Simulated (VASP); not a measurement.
# CdTeSe4 (F-43m) in VASP: a series of runs

Runs on CdTeSe4. Level: PBE. Tasks: single point.

All numbers are computed with VASP 6.6.1; they aren't measurements. Logs are shortened: lines on timing, memory, paths and dates and some standing lists are left out, and cuts for length are marked.

## (1) The cell of the first run

Symmetry: F-43m, No. 216, cubic system. Conventional cell: a = 8.320 Å, b = 8.320 Å, c = 8.320 Å, α = 90.00°, β = 90.00°, γ = 90.00°. Cd (site symmetry -43m) has 12 Se at 3.44 Å and 4 Te at 3.60 Å within 4.5 Å. Within 4.5 Å of Te (site symmetry -43m) lie 12 Se at 3.46 Å and 4 Cd at 3.60 Å. Se (site symmetry 3m) has 6 Se at 2.87 to 3.01 Å and 3 Cd at 3.44 Å and 3 Te at 3.46 Å within 3.8 Å.

The cell was built from a structure type or drawn by symmetry, and may not be a known phase.

## (2) Single point, PBE

The input, INCAR:

```
SYSTEM = CdTeSe4
ALGO     = Normal         ! electronic algorithm
EDIFF    = 1E-6           ! SCF threshold, eV
ENCUT    = 500            ! plane-wave cutoff, eV
GGA      = PE             ! functional
GGA_COMPAT= .FALSE.      
ISIF     = 2              ! what is computed and relaxed
ISMEAR   = 0              ! smearing method
LASPH    = .TRUE.         ! aspherical terms in the spheres
LCHARG   = .TRUE.         ! write CHGCAR
LELF     = .TRUE.         ! ELF
LREAL    = .FALSE.        ! projectors in reciprocal space
LVHAR    = .TRUE.       
LWAVE    = .FALSE.        ! write WAVECAR
NBANDS   = 30             ! bands
NELM     = 120            ! most SCF steps
PREC     = Accurate       ! precision mode
SIGMA    = 0.1            ! smearing width, eV
```

The input, KPOINTS:

```
k-points
0
G
  4 4 4
  0 0 0
```

The input, POSCAR:

```
CdTeSe4
1.0
    0.0000000000      4.1601589602      4.1601589602
    4.1601589602      0.0000000000      4.1601589602
    4.1601589602      4.1601589602      0.0000000000
Cd Te Se
1 1 4
Direct
    0.2500000000      0.2500000000      0.2500000000
    0.0000000000      0.0000000000      0.0000000000
    0.6220137774      0.6220137774      0.1339586678
    0.6220137774      0.6220137774      0.6220137774
    0.1339586678      0.6220137774      0.6220137774
    0.6220137774      0.1339586678      0.6220137774
```

Potentials or basis: VASP PAW PBE potentials, release 64 (Cd, Te, Se).

The run is started by

```bash
> cat potpaw_PBE.64/Cd/POTCAR potpaw_PBE.64/Te/POTCAR potpaw_PBE.64/Se/POTCAR > POTCAR
> mpirun -np 1 vasp_std > vasp.out
```

OUTCAR:

```text
SYSTEM = CdTeSe4
   EDIFF = 1E-6
   ENCUT = 500
   GGA = PE
   ISIF = 2
   ISMEAR = 0
   LASPH = .TRUE.
   LREAL = .FALSE.
   NELM = 120
   PREC = Accurate

 ion  position               nearest neighbor table
   1  0.250  0.250  0.250-   2 3.60   2 3.60   2 3.60   2 3.60
   2  0.000  0.000  0.000-   1 3.60   1 3.60   1 3.60   1 3.60
   3  0.622  0.622  0.134-
   4  0.622  0.622  0.622-
   5  0.134  0.622  0.622-
   6  0.622  0.134  0.622-

  LATTYP: Found a face centered cubic cell.
 ALAT       =     8.3203179204

  Lattice vectors:

 A1 = (   0.0000000000,   4.1601589602,   4.1601589602)
 A2 = (   4.1601589602,   0.0000000000,   4.1601589602)
 A3 = (   4.1601589602,   4.1601589602,   0.0000000000)

Analysis of symmetry for initial positions (statically):
=====================================================================
 Subroutine PRICEL returns:
 Original cell was already a primitive cell.

 Routine SETGRP: Setting up the symmetry group for a
 face centered cubic supercell.

 Subroutine GETGRP returns: Found 24 space group operations
 (whereof 24 operations were pure point group operations)
 out of a pool of 48 trial point group operations.

The static configuration has the point symmetry T_d .

Analysis of symmetry for dynamics (positions and initial velocities):
=====================================================================
 Subroutine PRICEL returns:
 Original cell was already a primitive cell.

 Routine SETGRP: Setting up the symmetry group for a
 face centered cubic supercell.

 Subroutine GETGRP returns: Found 24 space group operations
 (whereof 24 operations were pure point group operations)
 out of a pool of 48 trial point group operations.

The dynamic configuration has the point symmetry T_d .

 Subroutine INISYM returns: Found 24 space group operations
 (whereof 24 operations are pure point group operations),
 and found     1 'primitive' translations

----------------------------------------------------------------------------------------

                                     Primitive cell

  volume of cell :     143.9991

  direct lattice vectors                    reciprocal lattice vectors
     0.000000000  4.160158960  4.160158960    -0.120187715  0.120187715  0.120187715
     4.160158960  0.000000000  4.160158960     0.120187715 -0.120187715  0.120187715
     4.160158960  4.160158960  0.000000000     0.120187715  0.120187715 -0.120187715

  length of vectors
     5.883353223  5.883353223  5.883353223     0.208171229  0.208171229  0.208171229

  position of ions in fractional coordinates (direct lattice)
     0.250000000  0.250000000  0.250000000
     0.000000000  0.000000000  0.000000000
     0.622013777  0.622013777  0.133958668
     0.622013777  0.622013777  0.622013777
     0.133958668  0.622013777  0.622013777
     0.622013777  0.133958668  0.622013777

  ion indices of the primitive-cell ions
   primitive index   ion index
                 1           1
                 2           2
                 3           3
                 4           4
                 5           5
                 6           6

----------------------------------------------------------------------------------------

 KPOINTS: k-points

Automatic generation of k-mesh.
 Grid dimensions read from file:
 generate k-points for:    4    4    4

 Generating k-lattice:

  Cartesian coordinates                     Fractional coordinates (reciprocal lattice)
    -0.030046929  0.030046929  0.030046929     0.250000000  0.000000000  0.000000000
     0.030046929 -0.030046929  0.030046929     0.000000000  0.250000000  0.000000000
     0.030046929  0.030046929 -0.030046929     0.000000000  0.000000000  0.250000000

  Length of vectors
     0.052042807  0.052042807  0.052042807

  Shift w.r.t. Gamma in fractional coordinates (k-lattice)
     0.000000000  0.000000000  0.000000000

 Subroutine IBZKPT returns following result:
 ===========================================

 Found      8 irreducible k-points:

 Following reciprocal coordinates:
            Coordinates               Weight
  0.000000  0.000000  0.000000      1.000000
  0.250000  0.000000  0.000000      8.000000
  0.500000  0.000000  0.000000      4.000000
  0.250000  0.250000  0.000000      6.000000
  0.500000  0.250000  0.000000     24.000000
 -0.250000  0.250000  0.000000     12.000000
  0.500000  0.500000  0.000000      3.000000
 -0.250000  0.500000  0.250000      6.000000
   k-points           NKPTS =      8   k-points in BZ     NKDIM =      8   number of bands    NBANDS=     30
   number of dos      NEDOS =    301   number of ions     NIONS =      6
   total plane-waves  NPLWV = 110592
   dimension x,y,z NGX =    48 NGY =   48 NGZ =   48
   dimension x,y,z NGXF=    96 NGYF=   96 NGZF=   96
   ions per type =               1   1   4
   NGX,Y,Z   is equivalent  to a cutoff of  13.56, 13.56, 13.56 a.u.
   NGXF,Y,Z  is equivalent  to a cutoff of  27.13, 27.13, 27.13 a.u.
 SYSTEM =  CdTeSe4
   PREC   = accura    normal or accurate (medium, high low for compatibility)
   ISTART =      0    job   : 0-new  1-cont  2-samecut
   ICHARG =      2    charge: 1-file 2-atom 10-const
   ISPIN  =      1    spin polarized calculation?
   LNONCOLLINEAR =      F non collinear calculations
   LSORBIT =      F    spin-orbit coupling
   LASPH  =      T    aspherical Exc in radial PAW
   ENCUT  =  500.0 eV  36.75 Ry    6.06 a.u.  10.73 10.73 10.73*2*pi/ulx,y,z
   NELM   =    120;   NELMIN=  2; NELMDL= -5     # of ELM steps
   EDIFF  = 0.1E-05   stopping-criterion for ELM
   LREAL  =      F    real-space projection
   EDIFFG = 0.1E-04   stopping-criterion for IOM
   NSW    =      0    number of steps for IOM
   IBRION =     -1    ionic relax: 0-MD 1-quasi-New 2-CG
   NFREE  =      0    steps in history (QN), initial steepest desc. (CG)
   ISIF   =      2    stress and relaxation
   ISYM   =      2    0-nonsym 1-usesym 2-fastsym
   POTIM  = 0.5000    time-step for ionic-motion
   TEBEG  =    0.0;   TEEND  =   0.0 temperature during run
   PSTRESS=    0.0 pullay stress
   NELECT =      42.0000    total number of electrons
   NUPDOWN=      -1.0000    fix difference up-down
   EMIN   =  10.00;   EMAX   =-10.00  energy-range for DOS
   EFERMI =   0.00;   METHOD = LEGACY
   ISMEAR =     0;   SIGMA  =   0.10  broadening in eV -4-tet -1-fermi 0-gaus
   EFERMI_NEDOS =   21; number of points for ismear=-14 and -15
   IALGO  =     38    algorithm
   IMIX   =      4    mixing-type and parameters
     AMIX     =   0.40;   BMIX     =  1.00
     AMIX_MAG =   1.60;   BMIX_MAG =  1.00
  volume/ion in A,a.u.               =      24.00       161.96
  Fermi-wavevector in a.u.,A,eV,Ry     =   1.085687  2.051651 16.037411  1.178716
  Thomas-Fermi vector in A             =   2.221806
   LORBIT       =      0    0 simple, 1 ext, 2 COOP (PROOUT), +10 PAW based schemes
   GGA     = PE    functional components
   LHFCALC =     F    Hartree Fock is set to
   AEXX    =    0.0000 exact exchange contribution
   IVDW    =     0    specifies the selected vdW correction
   LEPSILON=     F    determine dielectric tensor
   LRPA    =     F    only Hartree local field effects (RPA)
 non-spin polarized calculation
 Gauss-broadening in eV      SIGMA  =   0.10
  energy-cutoff  :      500.00
  volume of cell :      144.00
 maximum number of plane-waves:      3695
 NGX is ok and might be reduce to    48
   NGX = 21   NGY = 21   NGZ = 21

 number of electron      42.0000001 magnetization

 Free energy of the ion-electron system (eV)
  ---------------------------------------------------
  ext. energy  EPLUGINS =         0.00000000
  ---------------------------------------------------
  free energy    TOTEN  =       -14.23486368 eV

  energy without entropy =      -14.17154853  energy(sigma->0) =      -14.20320610

 E-fermi :   4.7062     XC(G=0): -10.0875

 val. band max:        4.6857884141   @ k =  -0.2500   0.5000   0.2500
 cond. band min:       4.7305994870   @ k =  -0.2500   0.2500   0.0000
 fundamental gap:      0.0448110729
 Fermi energy:         4.7062194512

 k-point     1 :       0.0000    0.0000    0.0000
  band No.  band energies     occupation
      1     -10.7144      2.00000
      2      -7.4311      2.00000
      3      -7.4311      2.00000
      4      -7.4311      2.00000
      5      -5.7808      2.00000
      6      -3.7300      2.00000
[... 22 lines left out ...]
     29      10.1665      0.00000
     30      11.8595      0.00000

 k-point     2 :       0.2500    0.0000    0.0000
  band No.  band energies     occupation
      1     -10.4688      2.00000
      2      -8.0629      2.00000
      3      -7.4658      2.00000
      4      -7.4658      2.00000
      5      -5.8569      2.00000
      6      -3.7383      2.00000
[... 22 lines left out ...]
     29       9.8295      0.00000
     30      12.2222      0.00000

 k-point     3 :       0.5000    0.0000    0.0000
  band No.  band energies     occupation
      1     -10.0776      2.00000
      2      -8.7669      2.00000
      3      -7.4995      2.00000
      4      -7.4995      2.00000
      5      -5.9173      2.00000
      6      -3.7133      2.00000
[... 22 lines left out ...]
     29       9.5684      0.00000
     30      11.6417      0.00000

 k-point     4 :       0.2500    0.2500    0.0000
  band No.  band energies     occupation
      1     -10.3781      2.00000
      2      -8.1709      2.00000
      3      -7.5091      2.00000
      4      -7.5091      2.00000
      5      -5.9712      2.00000
      6      -3.7191      2.00000
[... 22 lines left out ...]
     29       9.4674      0.00000
     30      12.2610      0.00000

 k-point     5 :       0.5000    0.2500    0.0000
  band No.  band energies     occupation
      1      -9.9352      2.00000
      2      -8.8464      2.00000
      3      -7.6515      2.00000
      4      -7.5417      2.00000
      5      -6.0001      2.00000
      6      -3.7104      2.00000
[... 22 lines left out ...]
     29       9.5845      0.00000
     30      11.9470      0.00000

 k-point     6 :      -0.2500    0.2500    0.0000
  band No.  band energies     occupation
      1     -10.1121      2.00000
      2      -8.6105      2.00000
      3      -7.6590      2.00000
      4      -7.4996      2.00000
      5      -5.9126      2.00000
      6      -3.7347      2.00000
[... 22 lines left out ...]
     29       9.8370      0.00000
     30      12.1629      0.00000

 k-point     7 :       0.5000    0.5000    0.0000
  band No.  band energies     occupation
      1      -9.6683      2.00000
      2      -9.1593      2.00000
      3      -7.5826      2.00000
      4      -7.5826      2.00000
      5      -6.2033      2.00000
      6      -3.7085      2.00000
[... 22 lines left out ...]
     29       8.8242      0.00000
     30      12.8602      0.00000

 k-point     8 :      -0.2500    0.5000    0.2500
  band No.  band energies     occupation
      1      -9.6493      2.00000
      2      -9.1506      2.00000
      3      -7.7147      2.00000
      4      -7.6050      2.00000
      5      -6.0095      2.00000
      6      -3.7069      2.00000
[... 22 lines left out ...]
     29      10.1270      0.00000
     30      12.0895      0.00000

------------------------ aborting loop because EDIFF is reached ----------------------------------------

  FORCE on cell =-STRESS in cart. coord.  units (eV):
  Direction    XX          YY          ZZ          XY          YZ          ZX
  --------------------------------------------------------------------------------------
  -------------------------------------------------------------------------------------
  Total       -0.0931011     -0.0931011     -0.0931011     -0.0000000      0.0000000     -0.0000000
  in kB       -1.0358707     -1.0358707     -1.0358707     -0.0000000      0.0000000     -0.0000000
  external PRESSURE =      -1.0358707 kB  Pullay stress =       0.0000000 kB

 VOLUME and BASIS-vectors are now :
 -----------------------------------------------------------------------------
  energy-cutoff  :      500.00
  volume of cell :      144.00
      direct lattice vectors                 reciprocal lattice vectors
     0.000000000  4.160158960  4.160158960    -0.120187715  0.120187715  0.120187715
     4.160158960  0.000000000  4.160158960     0.120187715 -0.120187715  0.120187715
     4.160158960  4.160158960  0.000000000     0.120187715  0.120187715 -0.120187715

 POSITION                                       TOTAL-FORCE (eV/Angst)
 -----------------------------------------------------------------------------------
      2.08008      2.08008      2.08008         0.000000      0.000000      0.000000
      0.00000      0.00000      0.00000         0.000000      0.000000      0.000000
      3.14497      3.14497      5.17535         0.031096      0.031096     -0.031096
      5.17535      5.17535      5.17535        -0.031096     -0.031096     -0.031096
      5.17535      3.14497      3.14497        -0.031096      0.031096      0.031096
      3.14497      5.17535      3.14497         0.031096     -0.031096      0.031096
 -----------------------------------------------------------------------------------
    total drift:                               -0.000000     -0.000000     -0.000000

  FREE ENERGIE OF THE ION-ELECTRON SYSTEM (eV)
  ---------------------------------------------------
  free  energy   TOTEN  =       -14.2348636805 eV

  energy  without entropy=      -14.1715485261  energy(sigma->0) =      -14.20320610
```

Wall time 1.9 min (1 thread of Intel Xeon 8259CL, shared host); peak memory 0.33 GiB.

What came out:

```yaml
Free_energy: -14.2349 eV
Pressure: -0.1 GPa
Largest_force: 0.054 eV/Å
Band_gap_on_the_k_mesh: zero (bands 21 and 22 overlap by 1.09 eV)
```

Forces on the atoms (eV/Å):
```
Cd   0.000  0.000  0.000
Te   0.000  0.000  0.000
Se   0.031  0.031 -0.031
Se  -0.031 -0.031 -0.031
Se  -0.031  0.031  0.031
Se   0.031 -0.031  0.031
```

Levels at points of the mesh, in eV from the Fermi level:
```tsv
k point	band 19	band 20	band 21	band 22	band 23	band 24
(0.00, 0.00, 0.00)	-1.62	-1.58	1.04	1.04	1.04	1.96
(0.50, 0.00, 0.00)	-1.95	-1.12	0.24	0.24	0.24	1.10
(0.50, 0.50, 0.00)	-2.08	-1.51	-0.33	0.23	0.23	0.59
```

Caveat: spin-orbit coupling is left out, which moves the levels of the heavy elements.

## (3) Single point, PBE

This run uses another cell than the first one, of 31.25 Å³/atom.

The input, INCAR:

```
  PREC = Accurate
  ENCUT = 500
  EDIFF = 1E-6
  ISMEAR = 0
  SIGMA = 0.1
  LREAL = F
  LASPH = T
  NELM = 120
  ALGO = Normal
  ISIF = 2
  LWAVE = F
  LCHARG = F
  GGA = PE
  NBANDS = 30
  GGA_COMPAT = F
```

The input, KPOINTS:

```
regular mesh
0
Gamma
  4 4 4
```

The input, POSCAR:

```
CdTeSe4
1.0
    0.0000000000      4.5426143500      4.5426143500
    4.5426143500      0.0000000000      4.5426143500
    4.5426143500      4.5426143500      0.0000000000
Cd Te Se
1 1 4
Direct
    0.2500000000      0.2500000000      0.2500000000
    0.0000000000      0.0000000000      0.0000000000
    0.6252736500      0.6252736500      0.1241790400
    0.6252736500      0.6252736500      0.6252736500
    0.1241790400      0.6252736500      0.6252736500
    0.6252736500      0.1241790400      0.6252736500
```

Potentials or basis: VASP PAW PBE potentials, release 64 (Cd, Te, Se).

The run is started by

```bash
> cat potpaw_PBE.64/Cd/POTCAR potpaw_PBE.64/Te/POTCAR potpaw_PBE.64/Se/POTCAR > POTCAR
> mpirun -np 1 vasp_std > vasp.out
```

Wall time 2 min (1 thread of Intel Xeon 8259CL, shared host); peak memory 0.33 GiB.

Results (log left out):

| Property | Result |
| --- | --- |
| Free energy | -12.9192 eV |
| Pressure | -7.3 GPa |
| Largest force | 0.004 eV/Å |
| Band gap on the k mesh | zero (bands 21 and 22 overlap by 0.65 eV) |

Forces on the atoms (eV/Å):
```
Cd   0.000  0.000  0.000
Te   0.000  0.000  0.000
Se   0.002  0.002 -0.002
Se  -0.002 -0.002 -0.002
Se  -0.002  0.002  0.002
Se   0.002 -0.002  0.002
```

Levels at points of the mesh, in eV from the Fermi level:
| k point | band 18 | band 19 | band 20 | band 21 | band 22 | band 23 | band 24 | band 25 |
| --- | --- | --- | --- | --- | --- | --- | --- | --- |
| (0.00, 0.00, 0.00) | -0.92 | -0.92 | -0.92 | 0.65 | 0.65 | 0.65 | 1.42 | 1.42 |
| (0.50, 0.00, 0.00) | -1.37 | -1.37 | -0.97 | 0.09 | 0.17 | 0.17 | 0.68 | 1.38 |
| (0.50, 0.50, 0.00) | -1.33 | -1.22 | -1.16 | -0.25 | 0.14 | 0.14 | 0.22 | 1.19 |

Caveat: the cell stands under tension; semilocal functionals underestimate gaps, so a narrow gap can read as zero; spin-orbit coupling is left out, which moves the levels of the heavy elements.
